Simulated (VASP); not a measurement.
The system is Eu.

```
Eu
1.0
     4.10676    0.00000    0.00000
    -2.05338    3.55656    0.00000
     0.00000    0.00000    6.70771
Eu
2
Direct
  0.33333 0.66667 0.75000
  0.66667 0.33333 0.25000
```

```yaml
Program: VASP 6.6.1
Task: relaxation of cell and atoms
Functional: PBE
Potentials_or_basis: VASP PAW PBE potentials, release 64 (Eu)
Cutoff: 600 eV
k_mesh: 6 × 6 × 4
Occupations: gaussian, width 0.05 eV
Spin: collinear spin, ferromagnetic start
Starting_moments: "[7.0, 7.0] μB"
```

At the start: pressure -1.9 GPa; volume 48.99 Å³/atom.

Q: Where does the relaxation end?

A: Over 7 steps the energy falls by 50.9 meV/atom and the volume is 41.00 Å³/atom (-16.3 %); space group P6_3/mmc (No. 194, to 0.05 Å); moment 15.08 μB per cell.

The path:
| step | energy change (eV) | largest force (eV/Å) | pressure (GPa) | volume (Å³) |
| --- | --- | --- | --- | --- |
| 1 | 0.0000 | 0.0000 | -1.85 | 97.97 |
| 2 | -0.0731 | 0.0000 | -1.08 | 90.15 |
| 3 | -0.0997 | 0.0000 | -0.29 | 83.97 |
| 4 | -0.1015 | 0.0000 | -0.07 | 81.90 |
| 5 | -0.1011 | 0.0000 | 0.21 | 81.18 |
| 6 | -0.1014 | 0.0000 | 0.11 | 81.60 |
| 7 | -0.1018 | 0.0000 | 0.02 | 81.99 |

Final structure:
```yaml
crystal:
  lattice:
    - [3.88528, 0.00000, 0.00000]
    - [-1.94264, 3.36475, 0.00000]
    - [0.00000, 0.00000, 6.27199]
  atoms:
    - { symbol: Eu, position: [0.33333, 0.66667, 0.75000] }
    - { symbol: Eu, position: [0.66667, 0.33333, 0.25000] }
```

Caveat: the volume moved by over 15 % at a fixed basis, so the end points are rough.
